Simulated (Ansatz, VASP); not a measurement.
Mo: VASP beside Ansatz

The input INCAR:

```
ALGO = Normal ; EDIFF = 1E-7
ENCUT = 520 ; GGA = PE
ISIF = 2 ; ISMEAR = -1
LASPH = True ; LCHARG = True
LELF = True ; LREAL = False
LVHAR = True ; LWAVE = False
NBANDS = 13 ; NELM = 80
PREC = Accurate ; SIGMA = 0.05
```

KPOINTS

```
k-points
0
Gamma
  18 18 18
```

The input POSCAR:

```
Mo
1.0
    0.0000000000      2.0402944976      2.0402944976
    2.0402944976      0.0000000000      2.0402944976
    2.0402944976      2.0402944976      0.0000000000
Mo
1
Direct
    0.0000000000      0.0000000000      0.0000000000
```

Input for Ansatz:

```yaml
crystal:
  lattice:
    - [0.0, 2.0402944976, 2.0402944976]
    - [2.0402944976, 0.0, 2.0402944976]
    - [2.0402944976, 2.0402944976, 0.0]
  atoms:
    - { symbol: Mo, position: [0.0, 0.0, 0.0] }
kpoints:
  mp_grid: { grid: [18, 18, 18] }
scf:
  occupations: { method: fermi_dirac, width: 0.05 }
hamiltonian:
  xc: pbe
  pseudopotentials: { kind: all_electron, lapw: { basis_error: 0.0005 } }
output:
  forces: true
  stress: true
  eigenvalues: true
```

Change from the starting cell: volume scaled by 1.06.

Alike in both runs: task single point; functional PBE; k mesh 18 × 18 × 18; occupations fermi-dirac, width 0.05 eV; no spin polarisation.

```csv
,VASP,Ansatz
version,VASP 6.6.1,Ansatz 0.2.0
potentials or method,"VASP PAW PBE potentials, release 64 (Mo_sv), cutoff 520 eV","all-electron LAPW, scalar-relativistic"
```

```csv
,VASP,Ansatz,Ansatz less VASP
pressure (GPa),-12.0,-12.3,-0.33
```

Ansatz ran all-electron here, and VASP with PAW potentials.
